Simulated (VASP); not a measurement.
Crystal: Zn3Se.

```
Zn Se
1.0
     5.56638    0.00000    0.00000
     0.00000    5.56638    0.00000
     0.00000    0.00000    5.56638
Zn Se
3 1
Direct
  0.00000 0.50000 0.50000
  0.50000 0.00000 0.50000
  0.50000 0.50000 0.00000
  0.50000 0.50000 0.50000
```

The cell was generated, and may not be a known phase.

| Property | Result |
| --- | --- |
| Program | VASP 6.6.1 |
| Task | relaxation of cell and atoms |
| Functional | PBE |
| Potentials or basis | VASP PAW PBE potentials, release 64 (Zn, Se) |
| Cutoff | 600 eV |
| k mesh | 8 × 8 × 8 |
| Occupations | gaussian, width 0.1 eV |
| Spin | no spin polarisation |

At the start: pressure -0.8 GPa; volume 43.12 Å³/atom.

Task: How do energy, volume and symmetry change on relaxing?

Result: Over 6 steps the energy falls by 9.8 meV/atom and the volume is 39.89 Å³/atom (-7.5 %); space group Pm-3m (No. 221, to 0.1 Å) before and after.

Step by step:
| step | energy change (eV) | largest force (eV/Å) | pressure (GPa) | volume (Å³) |
| --- | --- | --- | --- | --- |
| 1 | 0.0000 | 0.0000 | -0.79 | 172.47 |
| 2 | -0.0232 | 0.0000 | -0.60 | 167.24 |
| 3 | -0.0388 | 0.0000 | -0.11 | 160.62 |
| 4 | -0.0392 | 0.0000 | 0.08 | 159.25 |
| 5 | -0.0391 | 0.0000 | -0.06 | 159.81 |
| 6 | -0.0392 | 0.0000 | -0.02 | 159.56 |

Final structure:
```yaml
crystal:
  lattice:
    - [5.42390, 0.00000, 0.00000]
    - [0.00000, 5.42390, 0.00000]
    - [0.00000, 0.00000, 5.42390]
  atoms:
    - { symbol: Zn, position: [0.00000, 0.50000, 0.50000] }
    - { symbol: Zn, position: [0.50000, 0.00000, 0.50000] }
    - { symbol: Zn, position: [0.50000, 0.50000, 0.00000] }
    - { symbol: Se, position: [0.50000, 0.50000, 0.50000] }
```
